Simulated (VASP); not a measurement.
CdS (sol): relaxation of cell and atoms with PBEsol

CdS (sol):

```
CELL_PARAMETERS angstrom
0.00000 2.94295 2.94295
2.94295 0.00000 2.94295
2.94295 2.94295 0.00000
ATOMIC_POSITIONS crystal
Cd 0.00000 0.00000 0.00000
S 0.75000 0.75000 0.75000
```

```json
{"Program": "VASP 6.6.1", "Task": "relaxation of cell and atoms", "Functional": "PBEsol", "Potentials or basis": "VASP PAW PBE potentials, release 64 (Cd, S)", "Cutoff": "500 eV", "k mesh": "8 × 8 × 8", "Occupations": "gaussian, width 0.02 eV", "Spin": "no spin polarisation", "Dipole correction": "no", "Further INCAR settings": "ALGO = Normal; EDIFF = 1e-07; IBRION = 2; EDIFFG = -0.002; NSW = 100; ISIF = 3"}
```

* Relaxed volume: 24.86 Å³/atom
* Relaxed cell: a = 4.127 Å, b = 4.127 Å, c = 4.127 Å, α = 60.00°, β = 60.00°, γ = 60.00°
* Space group after relaxing (to 0.05 Å): F-43m (No. 216)
* Energy gained by relaxing: 2.9 meV/atom
* Ionic steps: 5
* Pressure after relaxing: 0.0 GPa
* Band gap on the k mesh: 1.00 eV, direct

The path:
| step | energy change (eV) | largest force (eV/Å) | pressure (GPa) | volume (Å³) |
| --- | --- | --- | --- | --- |
| 1 | 0.0000 | 0.0000 | -1.45 | 50.98 |
| 2 | -0.0052 | 0.0000 | 0.54 | 49.29 |
| 3 | -0.0059 | 0.0000 | -0.02 | 49.71 |
| 4 | -0.0059 | 0.0000 | 0.03 | 49.69 |
| 5 | -0.0059 | 0.0000 | -0.01 | 49.72 |

Final structure:
```xyz
2
Lattice="0.0000 2.9186 2.9186 2.9186 0.0000 2.9186 2.9186 2.9186 0.0000" Properties=species:S:1:pos:R:3 pbc="T T T"
Cd    0.0000    0.0000    0.0000
S     4.3778    4.3778    4.3778
```

Levels at points of the mesh, in eV from the valence-band top:
```tsv
k point	band 6	band 7	band 8	band 9	band 10	band 11	band 12	band 13
(0.00, 0.00, 0.00)	-7.24	0.00	0.00	0.00	1.00	6.45	6.45	6.45
(0.50, 0.00, 0.00)	-6.86	-4.47	-0.76	-0.76	2.89	6.91	6.91	7.32
(0.50, 0.50, 0.00)	-6.79	-4.01	-1.91	-1.91	3.40	4.25	9.07	10.66
```

Run time: 31 s on 1 thread of Intel(R) Xeon(R) Platinum 8559C (Emerald Rapids), with other jobs on the host, peak memory 0.17 GiB.

Caveat: the PAW data sets were made with another functional, which shifts forces and pressure a little. Expect the measured gap to be larger: semilocal functionals such as PBEsol lack the derivative discontinuity.
